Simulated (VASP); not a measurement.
# Co (P6_3/mmc) in VASP: further runs, part 2 of 2

VASP 6.6.1.

## (3) Single point, PBE, collinear spin, ferromagnetic start (9.56 Å³/atom)

INCAR reads:

```
PREC = Accurate
ENCUT = 520
EDIFF = 1E-6
ISMEAR = -1
SIGMA = 0.05
LREAL = False
LASPH = True
NELM = 150
ALGO = Normal
ISIF = 2
LWAVE = False
LCHARG = False
ISPIN = 2
MAGMOM = 1.7 1.7
LORBIT = 11
LMAXMIX = 4
GGA = PE
NBANDS = 20
```

KPOINTS reads:

```
Automatic mesh
0
Gamma
  17 17 10
```

POSCAR reads:

```
Co
1.0
    2.3908406803      0.0000000000      0.0000000000
   -1.1954203401      2.0705287655      0.0000000000
    0.0000000000      0.0000000000      3.8639856639
Co
2
Direct
    0.3333333333      0.6666666667      0.2500000000
    0.6666666667      0.3333333333      0.7500000000
```

Potentials or basis: VASP PAW PBE potentials, release 64 (Co).

Launch:

```console
cat potpaw_PBE.64/Co/POTCAR > POTCAR
mpirun -np 1 vasp_std > vasp.out
```

OUTCAR:

```text
PREC = Accurate
   ENCUT = 520
   EDIFF = 1E-6
   ISMEAR = -1
   LREAL = False
   LASPH = True
   NELM = 150
   ISIF = 2
   ISPIN = 2
   LORBIT = 11
   GGA = PE

 ion  position               nearest neighbor table
   1  0.333  0.667  0.250-   2 2.37   2 2.37   2 2.37   2 2.37   2 2.37   2 2.37
   2  0.667  0.333  0.750-   1 2.37   1 2.37   1 2.37   1 2.37   1 2.37   1 2.37

  LATTYP: Found a hexagonal cell.
 ALAT       =     2.3908406803
 C/A-ratio  =     1.6161619198

  Lattice vectors:

 A1 = (   2.3908406803,   0.0000000000,   0.0000000000)
 A2 = (  -1.1954203401,   2.0705287655,   0.0000000000)
 A3 = (   0.0000000000,   0.0000000000,   3.8639856639)

Analysis of symmetry for initial positions (statically):
=====================================================================
 Subroutine PRICEL returns:
 Original cell was already a primitive cell.

 Routine SETGRP: Setting up the symmetry group for a
 hexagonal supercell.

 Subroutine GETGRP returns: Found 24 space group operations
 (whereof 12 operations were pure point group operations)
[... 743 lines left out ...]

 spin component 2

 k-point     1 :       0.0000    0.0000    0.0000
  band No.  band energies     occupation
      1       2.5165      1.00000
      2       7.2925      1.00000
      3      10.9068      1.00000
      4      10.9186      1.00000
      5      10.9186      1.00000
      6      11.3611      1.00000
[... 541 lines left out ...]
     19      36.9411      0.00000
     20      42.7320      0.00000

 [... further k-points ...]
[... 5 lines left out ...]
  --------------------------------------------------------------------------------------
  -------------------------------------------------------------------------------------
  Total        4.1793680      4.1793680      4.1731948      0.0000000      0.0000000      0.0000000
  in kB      350.0691054    350.0691054    349.5520285      0.0000000      0.0000000      0.0000000
  external PRESSURE =     349.8967464 kB  Pullay stress =       0.0000000 kB

 VOLUME and BASIS-vectors are now :
 -----------------------------------------------------------------------------
  energy-cutoff  :      520.00
  volume of cell :       19.13
      direct lattice vectors                 reciprocal lattice vectors
     2.390840680  0.000000000  0.000000000     0.418262918  0.241484208  0.000000000
    -1.195420340  2.070528766  0.000000000     0.000000000  0.482968417  0.000000000
     0.000000000  0.000000000  3.863985664     0.000000000  0.000000000  0.258800132

 POSITION                                       TOTAL-FORCE (eV/Angst)
 -----------------------------------------------------------------------------------
     -0.00000      1.38035      0.96600        -0.000000      0.000000      0.000000
      1.19542      0.69018      2.89799         0.000000     -0.000000      0.000000
 -----------------------------------------------------------------------------------
    total drift:                                0.000000     -0.000000     -0.000000

  FREE ENERGIE OF THE ION-ELECTRON SYSTEM (eV)
  ---------------------------------------------------
  free  energy   TOTEN  =       -13.8326415532 eV

  energy  without entropy=      -13.8191802345  energy(sigma->0) =      -13.82591089

 total charge

# of ion       s       p       d       tot
------------------------------------------
    1        0.546   0.641   7.365   8.552
    2        0.546   0.641   7.365   8.552
--------------------------------------------------
tot          1.092   1.282  14.730  17.104

 magnetization (x)

# of ion       s       p       d       tot
------------------------------------------
    1       -0.016  -0.055   1.568   1.497
    2       -0.016  -0.055   1.568   1.497
--------------------------------------------------
tot         -0.033  -0.110   3.136   2.994
```

stdout:

```text
POSCAR found type information on POSCAR Co
 POSCAR found :  1 types and       2 ions
 scaLAPACK will be used
 LDA part: xc-table for (Slater+PW92), standard interpolation
 POSCAR, INCAR and KPOINTS ok, starting setup
 FFT: planning ... GRIDC
 FFT: planning ... GRID_SOFT
 FFT: planning ... GRID
 WAVECAR not read
 entering main loop
```

Run time: 70 s. Hardware: 1 thread of Intel Xeon 6975P-C (Granite Rapids), shared host; peak memory 0.22 GiB.

What came out:

| Property | Result |
| --- | --- |
| Free energy | -13.8326 eV |
| Pressure | 35.0 GPa |
| Net moment | 3.00 μB per cell |
| Site moments | Co +1.50 μB |
| Valence electrons inside the program's atomic spheres | Co 8.55 |

Caveat: the cell stands under pressure.

## (4) Single point, PBE, collinear spin, ferromagnetic start

This run uses another cell than the first one, of 10.87 Å³/atom.

INCAR reads:

```
SYSTEM = Co
  PREC = Accurate
  ENCUT = 520
  EDIFF = 1E-6
  ISMEAR = -1
  SIGMA = 0.05
  LREAL = .FALSE.
  LASPH = .TRUE.
  NELM = 150
  ALGO = Normal
  ISIF = 2
  LWAVE = .FALSE.
  LCHARG = .FALSE.
  ISPIN = 2
  MAGMOM = 1.7 1.7
  LORBIT = 11
  LMAXMIX = 4
  GGA = PE
  NBANDS = 20
```

KPOINTS reads:

```
regular mesh
0
G
  17 17 10
  0 0 0
```

POSCAR reads:

```
Co
1.0
    2.4955665827      0.0000000000      0.0000000000
   -1.2477832914      2.1612240575      0.0000000000
    0.0000000000      0.0000000000      4.0300996499
Co
2
Direct
    0.3333333333      0.6666666667      0.2500000000
    0.6666666667      0.3333333333      0.7500000000
```

Launch:

```console
cat potpaw_PBE.64/Co/POTCAR > POTCAR
mpirun -np 1 vasp_std > vasp.out
```

Run time: 70 s. Hardware: 1 thread of Intel Xeon 6975P-C (Granite Rapids), shared host; peak memory 0.23 GiB.

It converged, with:

```
Free energy                                           : -14.0778 eV
Pressure                                              : -0.8 GPa
Net moment                                            : 3.23 μB per cell
Site moments                                          : Co +1.63 μB
Valence electrons inside the program's atomic spheres : Co 8.27
```

Stress tensor (GPa, compression positive):
```
-0.72  0.00  0.00
 0.00 -0.72  0.00
 0.00  0.00 -0.91
```

Levels at points of the mesh, in eV from the Fermi level:
Spin up:
```tsv
k point	band 9	band 10	band 11	band 12	band 13	band 14
(0.00, 0.00, 0.00)	-1.93	-0.83	-0.83	-0.05	6.36	21.95
(0.00, 0.00, 0.50)	-1.14	-1.14	-1.14	-1.14	15.04	15.04
```
Spin down:
```
           k point  band 4  band 5  band 6  band 7  band 8  band 9  band 10  band 11
(0.00, 0.00, 0.00)   -0.94   -0.94   -0.58   -0.58   -0.17   -0.17    -0.12     1.05
(0.00, 0.00, 0.50)   -1.52   -1.01   -1.01   -1.01   -1.01    0.72     0.72     0.72
```

## (5) Relaxation of shape and atoms at fixed volume, PBE, collinear spin, ferromagnetic start

INCAR reads:

```
PREC = Accurate ; ENCUT = 600
EDIFF = 1E-7 ; ISMEAR = -1
SIGMA = 0.05 ; LREAL = F
LASPH = T ; NELM = 150
ALGO = Normal ; ISIF = 4
LWAVE = F ; LCHARG = F
ISPIN = 2 ; MAGMOM = 1.7 1.7
LORBIT = 11 ; LMAXMIX = 4
GGA = PE ; IBRION = 2
NSW = 50 ; EDIFFG = -0.005
```

KPOINTS reads:

```
Automatic mesh
0
Gamma
  17 17 10
```

POSCAR reads:

```
Co
1.0
    2.3914614558      0.0000000000      0.0000000000
   -1.1957307279      2.0710663729      0.0000000000
    0.0000000000      0.0000000000      3.8619798976
Co
2
Direct
    0.3333333333      0.6666666667      0.2500000000
    0.6666666667      0.3333333333      0.7500000000
```

Launch:

```console
cat potpaw_PBE.64/Co/POTCAR > POTCAR
mpirun -np 1 vasp_std > vasp.out
```

It took 87 s on 1 thread of Intel Xeon 6975P-C (Granite Rapids), shared host; peak memory 0.22 GiB.

The run converged. Its results:

- Free energy: -13.8320 eV
- Energy gained by relaxing: 0.0 meV/atom
- Ionic steps: 2
- Pressure after relaxing: 34.9 GPa
- Net moment: 3.00 μB per cell
- Site moments: Co +1.50 μB
- Valence electrons inside the program's atomic spheres: Co 8.55

Final structure:
```
Co
1.0
     2.39080    0.00000    0.00000
    -1.19540    2.07049    0.00000
     0.00000    0.00000    3.86412
Co
2
Direct
  0.33333 0.66667 0.25000
  0.66667 0.33333 0.75000
```

Levels at points of the mesh, in eV from the Fermi level:
Spin up:
| k point | band 7 | band 8 | band 9 | band 10 | band 11 | band 12 | band 13 | band 14 |
| --- | --- | --- | --- | --- | --- | --- | --- | --- |
| (0.00, 0.00, 0.00) | -2.37 | -1.94 | -1.94 | -0.60 | -0.60 | -0.11 | 7.60 | 23.04 |
| (0.00, 0.00, 0.50) | -2.83 | -2.83 | -0.97 | -0.97 | -0.97 | -0.97 | 16.57 | 16.57 |
Spin down:
| k point | band 3 | band 4 | band 5 | band 6 | band 7 | band 8 | band 9 | band 10 | band 11 | band 12 |
| --- | --- | --- | --- | --- | --- | --- | --- | --- | --- | --- |
| (0.00, 0.00, 0.00) | -1.24 | -1.23 | -1.23 | -0.79 | -0.79 | -0.29 | -0.29 | -0.13 | 1.17 | 1.17 |
| (0.00, 0.00, 0.50) | -1.88 | -1.88 | -1.31 | -1.31 | -1.31 | -1.31 | 0.77 | 0.77 | 0.77 | 0.77 |

## (6) Overview

| task | cell | cutoff (eV) | gap on the mesh (eV) | pressure (GPa) | moment (μB) |
| --- | --- | --- | --- | --- | --- |
| single point | a = 2.391, b = 2.391, c = 3.864 Å, angles 90.0, 90.0, 120.0°, 2 atoms | 520 | none | 35.0 | 3.00 |
| single point | a = 2.496, b = 2.496, c = 4.030 Å, angles 90.0, 90.0, 120.0°, 2 atoms | 520 | none | -0.8 | 3.23 |
| relaxation of shape and atoms at fixed volume | relaxed from a = 2.391, b = 2.391, c = 3.862 Å, angles 90.0, 90.0, 120.0°, 2 atoms | 600 | none | 34.9 | 3.00 |

Alike in all rows: level PBE; potentials or basis VASP PAW PBE potentials, release 64 (Co); spin collinear, ferromagnetic start; k mesh 17 × 17 × 10; smearing fermi-dirac 0.05 eV.

Caveats: the cell stands under pressure (at least some runs).

Total energies depend on the potentials used, so only differences within one code and one set of settings carry meaning.
